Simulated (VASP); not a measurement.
# MgO2 (R-3m) in VASP: notebook

The runs below take MgO2 through single point, with r2SCAN.

All numbers are computed with VASP 6.6.1; they aren't measurements. Logs are shortened: lines on timing, memory, paths and dates and some standing lists are left out, and cuts for length are marked.

**1. The cell of the first run**

Symmetry: R-3m, No. 166, trigonal system. The conventional cell has a = 3.450 Å, b = 3.450 Å, c = 10.482 Å, α = 90.00°, β = 90.00°, γ = 120.00°. Mg (site symmetry -3m) has 6 O at 2.23 Å within 2.9 Å. O (site symmetry 3m) has 1 O at 1.49 Å within 2.0 Å.

**2. Single point, r2SCAN (strain +0.0750 x Voigt [1, 1, 0, 0, 0, 0])**

POSCAR

```
MgO2
1.0
    1.7251180922      0.9959973949      3.4939788749
   -1.7251180922      0.9959973949      3.4939788749
    0.0000000000     -1.9919947899      3.4939788749
Mg O
1 2
Direct
    0.0000000000      0.0000000000      0.0000000000
    0.4287860000      0.4287860000      0.4287860000
    0.5712140000      0.5712140000      0.5712140000
```

INCAR.step1

```
SYSTEM = MgO2
  PREC = Accurate
  ENCUT = 520
  ISMEAR = 0
  SIGMA = 0.05
  LREAL = .FALSE.
  LASPH = .TRUE.
  NELM = 80
  NBANDS = 14
  GGA = PE
  ALGO = Normal
  EDIFF = 1E-4
  LWAVE = .TRUE.
  LCHARG = .FALSE.
```

INCAR.step2

```
SYSTEM = MgO2
  PREC = Accurate
  ENCUT = 520
  EDIFF = 1E-6
  ISMEAR = 0
  SIGMA = 0.05
  LREAL = .FALSE.
  LASPH = .TRUE.
  NELM = 80
  ALGO = Normal
  ISIF = 2
  LWAVE = .FALSE.
  LCHARG = .FALSE.
  METAGGA = R2SCAN
  LMIXTAU = .TRUE.
  NBANDS = 14
  ISTART = 1
```

KPOINTS

```
Automatic mesh
0
G
  12 12 12
  0 0 0
```

Potentials or basis: VASP PAW PBE potentials, release 64 (Mg, O).

The run is started by

```
cat potpaw_PBE.64/Mg/POTCAR potpaw_PBE.64/O/POTCAR > POTCAR
cp INCAR.step1 INCAR
mpirun -np 1 vasp_std > vasp.out
cp INCAR.step2 INCAR
mpirun -np 1 vasp_std > vasp.out
```

OUTCAR:

```text
SYSTEM = MgO2
   PREC = Accurate
   ENCUT = 520
   EDIFF = 1E-6
   ISMEAR = 0
   LREAL = .FALSE.
   LASPH = .TRUE.
   NELM = 80
   ISIF = 2
   METAGGA = R2SCAN
   ISTART = 1

 ion  position               nearest neighbor table
   1  0.000  0.000  0.000-   3 2.23   3 2.23   2 2.23   2 2.23   3 2.23   2 2.23
   2  0.429  0.429  0.429-   3 1.49   1 2.23   1 2.23   1 2.23
   3  0.571  0.571  0.571-   2 1.49   1 2.23   1 2.23   1 2.23

  LATTYP: Found a trigonal (rhomboedric) cell.
 ALAT       =     4.0219313297
 COS(alpha) =     0.6320419124

  Lattice vectors:

 A1 = (   1.7251180922,   0.9959973949,   3.4939788749)
 A2 = (  -1.7251180922,   0.9959973949,   3.4939788749)
 A3 = (   0.0000000000,  -1.9919947899,   3.4939788749)

Analysis of symmetry for initial positions (statically):
=====================================================================
 Subroutine PRICEL returns:
 Original cell was already a primitive cell.

 Routine SETGRP: Setting up the symmetry group for a
 trigonal (rhombohedral) supercell.

 Subroutine GETGRP returns: Found 12 space group operations
 (whereof 12 operations were pure point group operations)
 out of a pool of 12 trial point group operations.

The static configuration has the point symmetry D_3d.

Analysis of symmetry for dynamics (positions and initial velocities):
=====================================================================
 Subroutine PRICEL returns:
 Original cell was already a primitive cell.

 Routine SETGRP: Setting up the symmetry group for a
 trigonal (rhombohedral) supercell.

 Subroutine GETGRP returns: Found 12 space group operations
 (whereof 12 operations were pure point group operations)
 out of a pool of 12 trial point group operations.

The dynamic configuration has the point symmetry D_3d.

 Subroutine INISYM returns: Found 12 space group operations
 (whereof 12 operations are pure point group operations),
 and found     1 'primitive' translations

----------------------------------------------------------------------------------------

                                     Primitive cell

  volume of cell :      36.0204

  direct lattice vectors                    reciprocal lattice vectors
     1.725118092  0.995997395  3.493978875     0.289835231  0.167336448  0.095402218
    -1.725118092  0.995997395  3.493978875    -0.289835231  0.167336448  0.095402218
     0.000000000 -1.991994790  3.493978875     0.000000000 -0.334672897  0.095402218

  length of vectors
     4.021931330  4.021931330  4.021931330     0.348005073  0.348005073  0.348005073

  position of ions in fractional coordinates (direct lattice)
     0.000000000  0.000000000  0.000000000
     0.428786000  0.428786000  0.428786000
     0.571214000  0.571214000  0.571214000

  ion indices of the primitive-cell ions
   primitive index   ion index
                 1           1
                 2           2
                 3           3

----------------------------------------------------------------------------------------

 KPOINTS: Automatic mesh

Automatic generation of k-mesh.
 Grid dimensions read from file:
 generate k-points for:   12   12   12

 Generating k-lattice:

  Cartesian coordinates                     Fractional coordinates (reciprocal lattice)
     0.024152936  0.013944704  0.007950185     0.083333333  0.000000000  0.000000000
    -0.024152936  0.013944704  0.007950185     0.000000000  0.083333333  0.000000000
     0.000000000 -0.027889408  0.007950185     0.000000000  0.000000000  0.083333333

  Length of vectors
     0.029000423  0.029000423  0.029000423

  Shift w.r.t. Gamma in fractional coordinates (k-lattice)
     0.000000000  0.000000000  0.000000000

 Subroutine IBZKPT returns following result:
 ===========================================

 Found    189 irreducible k-points:

 Following reciprocal coordinates:
            Coordinates               Weight
  0.000000  0.000000  0.000000      1.000000
  0.083333  0.000000  0.000000      6.000000
  0.166667  0.000000  0.000000      6.000000
[... 46 lines left out ...]

 val. band max:        1.4751205144   @ k =   0.5000   0.5000   0.1667
 cond. band min:       4.4688323595   @ k =   0.4167   0.4167   0.4167
 fundamental gap:      2.9937118451
 Fermi energy:         1.7128121398

 k-point     1 :       0.0000    0.0000    0.0000
  band No.  band energies     occupation
      1     -20.4514      2.00000
      2     -13.6920      2.00000
      3      -5.4984      2.00000
      4      -2.0489      2.00000
      5      -2.0489      2.00000
      6       0.7359      2.00000
      7       0.7359      2.00000
      8       5.4811      0.00000
      9       7.0658      0.00000
     10      13.7871      0.00000
     11      15.7551      0.00000
     12      15.7551      0.00000
     13      15.9469      0.00000
     14      16.9585      0.00000

 k-point     2 :       0.0833    0.0000    0.0000
  band No.  band energies     occupation
      1     -20.4316      2.00000
      2     -13.7105      2.00000
      3      -5.4616      2.00000
      4      -2.1973      2.00000
      5      -2.0626      2.00000
      6       0.7063      2.00000
      7       0.7189      2.00000
      8       5.6880      0.00000
      9       7.0804      0.00000
     10      13.7837      0.00000
     11      14.9857      0.00000
     12      15.9088      0.00000
     13      16.0766      0.00000
     14      16.7279      0.00000

 k-point     3 :       0.1667    0.0000    0.0000
  band No.  band energies     occupation
      1     -20.3766      2.00000
      2     -13.7612      2.00000
      3      -5.3583      2.00000
      4      -2.5812      2.00000
      5      -2.0993      2.00000
      6       0.6259      2.00000
      7       0.6841      2.00000
      8       6.2011      0.00000
      9       7.1466      0.00000
     10      13.6130      0.00000
     11      13.9658      0.00000
     12      16.1558      0.00000
     13      16.3608      0.00000
     14      16.4274      0.00000
[... 324 lines left out ...]
 k-point    23 :       0.5000    0.1667   -0.0000
  band No.  band energies     occupation
      1     -20.1164      2.00000
      2     -14.0583      2.00000
      3      -4.5597      2.00000
      4      -3.9560      2.00000
      5      -2.5037      2.00000
      6       0.1650      2.00000
      7       0.8314      2.00000
      8       6.2943      0.00000
      9       9.9910      0.00000
     10      10.6744      0.00000
     11      13.5274      0.00000
     12      15.5579      0.00000
     13      16.3136      0.00000
     14      17.9192      0.00000

 k-point    24 :      -0.4167    0.1667   -0.0000
  band No.  band energies     occupation
      1     -20.1131      2.00000
      2     -14.0206      2.00000
      3      -4.7133      2.00000
      4      -3.8773      2.00000
      5      -2.5465      2.00000
      6       0.2110      2.00000
      7       0.6732      2.00000
      8       6.4004      0.00000
      9      10.0482      0.00000
     10      10.7994      0.00000
     11      13.7283      0.00000
     12      15.6278      0.00000
     13      16.2924      0.00000
     14      17.7206      0.00000

 [... further k-points ...]
[... 5 lines left out ...]
  --------------------------------------------------------------------------------------
  -------------------------------------------------------------------------------------
  Total       -4.5660422     -4.5660422     -1.3324145      0.0000000      0.0000000      0.0000000
  in kB     -203.0962676   -203.0962676    -59.2654230      0.0000000      0.0000000      0.0000000
  external PRESSURE =    -155.1526527 kB  Pullay stress =       0.0000000 kB

 VOLUME and BASIS-vectors are now :
 -----------------------------------------------------------------------------
  energy-cutoff  :      520.00
  volume of cell :       36.02
      direct lattice vectors                 reciprocal lattice vectors
     1.725118092  0.995997395  3.493978875     0.289835231  0.167336448  0.095402218
    -1.725118092  0.995997395  3.493978875    -0.289835231  0.167336448  0.095402218
     0.000000000 -1.991994790  3.493978875     0.000000000 -0.334672897  0.095402218

 POSITION                                       TOTAL-FORCE (eV/Angst)
 -----------------------------------------------------------------------------------
      0.00000      0.00000      0.00000         0.000000     -0.000000      0.000000
      0.00000     -0.00000      4.49451        -0.000000      0.000000     -0.742686
      0.00000     -0.00000      5.98743        -0.000000     -0.000000      0.742686
 -----------------------------------------------------------------------------------
    total drift:                                0.000000     -0.000000      0.000000

  FREE ENERGIE OF THE ION-ELECTRON SYSTEM (eV)
  ---------------------------------------------------
  free  energy   TOTEN  =       -21.1292269623 eV

  energy  without entropy=      -21.1292269623  energy(sigma->0) =      -21.12922696
```

Wall time 7.6 min (1 thread of Intel Xeon Platinum 8259CL at 2.50GHz (Skylake/Cascade Lake), shared host); peak memory 0.23 GiB.

What came out:

| Quantity | Value |
| --- | --- |
| Free energy | -21.1292 eV |
| Pressure | -15.5 GPa |
| Largest force | 0.743 eV/Å |
| Band gap on the k mesh | 2.99 eV (least direct gap 3.01 eV) |

Forces in eV/Å, atoms in the order of the input:
```
Mg   0.000  0.000  0.000
O    0.000  0.000 -0.743
O    0.000  0.000  0.743
```

Stress tensor (GPa, compression positive):
```
-20.31   0.00   0.00
  0.00 -20.31   0.00
  0.00   0.00  -5.93
```

Levels at points of the mesh, in eV from the valence-band top:
```tsv
k point	band 5	band 6	band 7	band 8	band 9	band 10
(0.00, 0.00, 0.00)	-3.52	-0.74	-0.74	4.01	5.59	12.31
(0.50, 0.00, 0.00)	-3.71	-1.17	-0.75	4.98	8.18	9.05
(0.50, 0.50, 0.00)	-4.42	-1.79	0.00	4.32	7.40	10.08
(0.50, 0.50, 0.50)	-3.99	-0.01	-0.01	3.00	4.75	9.15
```

Caveat: the cell differs from its parent crystal (strain +0.0750 x Voigt [1, 1, 0, 0, 0, 0]); the cell stands under tension; the PAW data sets were made with another functional, which shifts forces and pressure a little. A k mesh can miss the band edges.

**3. Single point, r2SCAN (strain +0.1125 x Voigt [1, 1, 0, 0, 0, 0])**

POSCAR

```
MgO2
1.0
    1.7852966303      1.0307414901      3.4939788749
   -1.7852966303      1.0307414901      3.4939788749
    0.0000000000     -2.0614829802      3.4939788749
Mg O
1 2
Direct
    0.0000000000      0.0000000000      0.0000000000
    0.4287860000      0.4287860000      0.4287860000
    0.5712140000      0.5712140000      0.5712140000
```

INCAR.step1

```
PREC     = Accurate       # precision mode
ENCUT    = 520            # plane-wave cutoff, eV
ISMEAR   = 0              # smearing method
SIGMA    = 0.05           # smearing width, eV
LREAL    = F              # projectors in reciprocal space
LASPH    = T              # aspherical terms in the spheres
NELM     = 80             # most SCF steps
NBANDS   = 14             # bands
GGA      = PE             # functional
ALGO     = Normal         # electronic algorithm
EDIFF    = 1E-4           # SCF threshold, eV
LWAVE    = T              # write WAVECAR
LCHARG   = F              # write CHGCAR
```

INCAR.step2

```
PREC     = Accurate       # precision mode
ENCUT    = 520            # plane-wave cutoff, eV
EDIFF    = 1E-6           # SCF threshold, eV
ISMEAR   = 0              # smearing method
SIGMA    = 0.05           # smearing width, eV
LREAL    = F              # projectors in reciprocal space
LASPH    = T              # aspherical terms in the spheres
NELM     = 80             # most SCF steps
ALGO     = Normal         # electronic algorithm
ISIF     = 2              # what is computed and relaxed
LWAVE    = F              # write WAVECAR
LCHARG   = F              # write CHGCAR
METAGGA  = R2SCAN         # meta-GGA
LMIXTAU  = T            
NBANDS   = 14             # bands
ISTART   = 1
```

KPOINTS

```
regular mesh
0
Gamma
  12 12 12
```

Potentials or basis: VASP PAW PBE potentials, release 64 (Mg, O).

The run is started by

```
cat potpaw_PBE.64/Mg/POTCAR potpaw_PBE.64/O/POTCAR > POTCAR
cp INCAR.step1 INCAR
mpirun -np 1 vasp_std > vasp.out
cp INCAR.step2 INCAR
mpirun -np 1 vasp_std > vasp.out
```

It took 8.1 min on 1 thread of Intel Xeon Platinum 8259CL at 2.50GHz (Skylake/Cascade Lake), shared host; peak memory 0.24 GiB.

The run converged. Its results:

```yaml
Free_energy: -20.7761 eV
Pressure: -17.9 GPa
Largest_force: 0.954 eV/Å
Band_gap_on_the_k_mesh: 2.75 eV (least direct gap 2.93 eV)
```

Forces in eV/Å, atoms in the order of the input:
```
Mg   0.000  0.000  0.000
O    0.000  0.000 -0.954
O    0.000  0.000  0.954
```

Stress tensor (GPa, compression positive):
```
-24.06   0.00   0.00
  0.00 -24.06   0.00
  0.00   0.00  -5.53
```

Levels at points of the mesh, in eV from the valence-band top:
| k point | band 3 | band 4 | band 5 | band 6 | band 7 | band 8 | band 9 | band 10 | band 11 | band 12 |
| --- | --- | --- | --- | --- | --- | --- | --- | --- | --- | --- |
| (0.00, 0.00, 0.00) | -6.79 | -3.61 | -3.61 | -0.75 | -0.75 | 3.39 | 5.53 | 11.89 | 13.53 | 13.53 |
| (0.50, 0.00, 0.00) | -6.04 | -5.54 | -3.75 | -1.17 | -0.66 | 4.94 | 7.55 | 8.08 | 11.81 | 13.05 |
| (0.50, 0.50, 0.00) | -5.51 | -4.90 | -4.45 | -1.71 | 0.00 | 4.30 | 6.75 | 9.25 | 11.32 | 12.08 |
| (0.50, 0.50, 0.50) | -4.72 | -4.05 | -4.05 | -0.06 | -0.06 | 2.93 | 4.29 | 8.54 | 12.17 | 12.17 |

Caveat: the cell differs from its parent crystal (strain +0.1125 x Voigt [1, 1, 0, 0, 0, 0]); the cell stands under tension; the PAW data sets were made with another functional, which shifts forces and pressure a little. A k mesh can miss the band edges.

**4. Single point, r2SCAN (strain +0.1312 x Voigt [1, 1, 0, 0, 0, 0])**

POSCAR

```
MgO2
1.0
    1.8153056613      1.0480672122      3.4939788749
   -1.8153056613      1.0480672122      3.4939788749
    0.0000000000     -2.0961344245      3.4939788749
Mg O
1 2
Direct
    0.0000000000      0.0000000000      0.0000000000
    0.4287860000      0.4287860000      0.4287860000
    0.5712140000      0.5712140000      0.5712140000
```

INCAR.step1

```
PREC = Accurate
ENCUT = 520
ISMEAR = 0
SIGMA = 0.05
LREAL = F
LASPH = T
NELM = 80
NBANDS = 14
GGA = PE
ALGO = Normal
EDIFF = 1E-4
LWAVE = T
LCHARG = F
```

INCAR.step2

```
PREC = Accurate
ENCUT = 520
EDIFF = 1E-6
ISMEAR = 0
SIGMA = 0.05
LREAL = F
LASPH = T
NELM = 80
ALGO = Normal
ISIF = 2
LWAVE = F
LCHARG = F
METAGGA = R2SCAN
LMIXTAU = T
NBANDS = 14
ISTART = 1
```

KPOINTS

```
Automatic mesh
0
Gamma
  12 12 12
```

The run is started by

```
cat potpaw_PBE.64/Mg/POTCAR potpaw_PBE.64/O/POTCAR > POTCAR
cp INCAR.step1 INCAR
mpirun -np 1 vasp_std > vasp.out
cp INCAR.step2 INCAR
mpirun -np 1 vasp_std > vasp.out
```

Wall time 6.7 min (1 thread of Intel Xeon Platinum 8259CL at 2.50GHz (Skylake/Cascade Lake), shared host); peak memory 0.25 GiB.

The run converged. Its results:

| Quantity | Value |
| --- | --- |
| Free energy | -20.5758 eV |
| Pressure | -18.7 GPa |
| Largest force | 1.034 eV/Å |
| Band gap on the k mesh | 2.60 eV (least direct gap 2.83 eV) |

Forces in eV/Å, atoms in the order of the input:
```
Mg   0.000  0.000  0.000
O    0.000  0.000 -1.034
O    0.000  0.000  1.034
```

Stress tensor (GPa, compression positive):
```
-25.35   0.00   0.00
  0.00 -25.35   0.00
  0.00   0.00  -5.27
```

Levels at points of the mesh, in eV from the valence-band top:
```tsv
k point	band 5	band 6	band 7	band 8	band 9	band 10
(0.00, 0.00, 0.00)	-3.65	-0.75	-0.75	3.10	5.50	11.68
(0.50, 0.00, 0.00)	-3.77	-1.17	-0.63	4.90	7.25	7.64
(0.50, 0.50, 0.00)	-4.47	-1.68	0.00	4.28	6.44	8.87
(0.50, 0.50, 0.50)	-4.08	-0.08	-0.08	2.88	4.09	8.26
```

Caveat: the cell differs from its parent crystal (strain +0.1312 x Voigt [1, 1, 0, 0, 0, 0]); the cell stands under tension; the PAW data sets were made with another functional, which shifts forces and pressure a little. A k mesh can miss the band edges.

**5. Single point, r2SCAN (strain +0.1500 x Voigt [1, 1, 0, 0, 0, 0])**

POSCAR

```
MgO2
1.0
    1.8454751684      1.0654855853      3.4939788749
   -1.8454751684      1.0654855853      3.4939788749
    0.0000000000     -2.1309711705      3.4939788749
Mg O
1 2
Direct
    0.0000000000      0.0000000000      0.0000000000
    0.4287860000      0.4287860000      0.4287860000
    0.5712140000      0.5712140000      0.5712140000
```

INCAR.step1

```
SYSTEM = MgO2
PREC = Accurate ; ENCUT = 520
ISMEAR = 0 ; SIGMA = 0.05
LREAL = .FALSE. ; LASPH = .TRUE.
NELM = 100 ; NBANDS = 14
GGA = PE ; ALGO = Normal
EDIFF = 1E-4 ; LWAVE = .TRUE.
LCHARG = .FALSE.
```

INCAR.step2

```
SYSTEM = MgO2
PREC = Accurate ; ENCUT = 520
EDIFF = 1E-6 ; ISMEAR = 0
SIGMA = 0.05 ; LREAL = .FALSE.
LASPH = .TRUE. ; NELM = 100
ALGO = Normal ; ISIF = 2
LWAVE = .FALSE. ; LCHARG = .FALSE.
METAGGA = R2SCAN ; LMIXTAU = .TRUE.
NBANDS = 14 ; ISTART = 1
```

KPOINTS

```
Automatic mesh
0
G
  12 12 12
  0 0 0
```

The run is started by

```
cat potpaw_PBE.64/Mg/POTCAR potpaw_PBE.64/O/POTCAR > POTCAR
cp INCAR.step1 INCAR
mpirun -np 1 vasp_std > vasp.out
cp INCAR.step2 INCAR
mpirun -np 1 vasp_std > vasp.out
```

Run time: 6.5 min. Hardware: 1 thread of Intel Xeon Platinum 8259CL at 2.50GHz (Skylake/Cascade Lake), shared host; peak memory 0.25 GiB.

The run converged. Its results:

| Quantity | Value |
| --- | --- |
| Free energy | -20.3616 eV |
| Pressure | -19.2 GPa |
| Largest force | 1.099 eV/Å |
| Band gap on the k mesh | 2.43 eV (least direct gap 2.68 eV) |

Forces in eV/Å, atoms in the order of the input:
```
Mg   0.000  0.000  0.000
O    0.000  0.000 -1.099
O    0.000  0.000  1.099
```

Stress tensor (GPa, compression positive):
```
-26.34   0.00   0.00
  0.00 -26.34   0.00
  0.00   0.00  -4.99
```

Levels at points of the mesh, in eV from the valence-band top:
```csv
k point,band 3,band 4,band 5,band 6,band 7,band 8,band 9,band 10,band 11,band 12
"(0.00, 0.00, 0.00)",-6.63,-3.69,-3.69,-0.75,-0.75,2.83,5.47,11.47,12.82,12.82
"(0.50, 0.00, 0.00)",-5.94,-5.44,-3.78,-1.16,-0.59,4.86,6.96,7.23,11.30,12.35
"(0.50, 0.50, 0.00)",-5.45,-4.80,-4.48,-1.65,0.00,4.26,6.14,8.50,10.69,11.48
"(0.50, 0.50, 0.50)",-4.74,-4.10,-4.10,-0.10,-0.10,2.82,3.89,8.00,11.28,11.28
```

Caveat: the cell differs from its parent crystal (strain +0.1500 x Voigt [1, 1, 0, 0, 0, 0]); the cell stands under tension; the PAW data sets were made with another functional, which shifts forces and pressure a little.

**6. The runs side by side**

| cell | gap on the mesh (eV) | pressure (GPa) | largest force (eV/Å) |
| --- | --- | --- | --- |
| a = 4.022 Å, angles 50.8°, 3 atoms | 2.99 | -15.5 | 0.74 |
| a = 4.057 Å, angles 52.2°, 3 atoms | 2.75 | -17.9 | 0.95 |
| a = 4.075 Å, angles 52.9°, 3 atoms | 2.60 | -18.7 | 1.03 |
| a = 4.093 Å, angles 53.6°, 3 atoms | 2.43 | -19.2 | 1.10 |

Alike in all rows: task single point; level r2SCAN; potentials or basis VASP PAW PBE potentials, release 64 (Mg, O); no spin polarisation; k mesh 12 × 12 × 12; cutoff (eV) 520; smearing gaussian 0.05 eV.

Caveats: the cell stands under tension; the PAW data sets were made with another functional, which shifts forces and pressure a little.

Total energies depend on the potentials used, so only differences within one code and one set of settings carry meaning.
